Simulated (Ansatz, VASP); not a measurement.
## One calculation of CdS, two programs

The input INCAR:

```
ALGO = Normal
EDIFF = 1E-6
EDIFFG = -0.005
ENCUT = 600
GGA = PS
IBRION = 2
ISIF = 3
ISMEAR = -1
LASPH = T
LCHARG = F
LREAL = F
LWAVE = F
NELM = 100
NSW = 60
PREC = Accurate
SIGMA = 0.08
```

Contents of KPOINTS:

```
k-points
0
Gamma
  13 13 13
```

Contents of POSCAR:

```
CdS
1.0
    0.0000000000      2.5228479314      2.5228479314
    2.5228479314      0.0000000000      2.5228479314
    2.5228479314      2.5228479314      0.0000000000
Cd S
1 1
Direct
    0.0000000000      0.0000000000      0.0000000000
    0.5000000000      0.5000000000      0.5000000000
```

Input for Ansatz:

```yaml
crystal:
  lattice:
    - [0.0, 2.5228479314, 2.5228479314]
    - [2.5228479314, 0.0, 2.5228479314]
    - [2.5228479314, 2.5228479314, 0.0]
  atoms:
    - { symbol: Cd, position: [0.0, 0.0, 0.0] }
    - { symbol: S, position: [0.5, 0.5, 0.5] }
kpoints:
  mp_grid: { grid: [13, 13, 13] }
scf:
  occupations: { method: fermi_dirac, width: 0.08 }
hamiltonian:
  xc: pbesol
  pseudopotentials: { kind: paw }
output:
  forces: true
  stress: true
relax:
  f_tol: 0.005
  max_steps: 40
  cell: {}
```

Alike in both runs: task relaxation of cell and atoms; functional PBEsol; k mesh 13 × 13 × 13; occupations fermi-dirac, width 0.08 eV; no spin polarisation.

|  | VASP | Ansatz |
| --- | --- | --- |
| version | VASP 6.6.1 | Ansatz 0.2.0 |
| potentials or method | VASP PAW PBE potentials, release 64 (Cd, S) | PAW with Ansatz's default frozen-core files, scalar-relativistic |
| plane-wave cutoff (eV) | 600 | 420 |
| valence electrons in the cell | 18 | 26 |

|  | VASP | Ansatz | Ansatz less VASP |
| --- | --- | --- | --- |
| relaxed volume (Å³/atom) | 19.77 | 19.65 | -0.124 |
| relaxed cell length with the largest relative difference (Å) | 3.824 | 3.816 | -0.0080 |

VASP's potentials were made for PBE, not for PBEsol. VASP's potentials hold 18 valence electrons a cell and Ansatz's 26, so a difference there can come from the potentials and not from the codes.

Noted on VASP's run: the volume moved by over 15 % at a fixed basis, so the end points are rough.
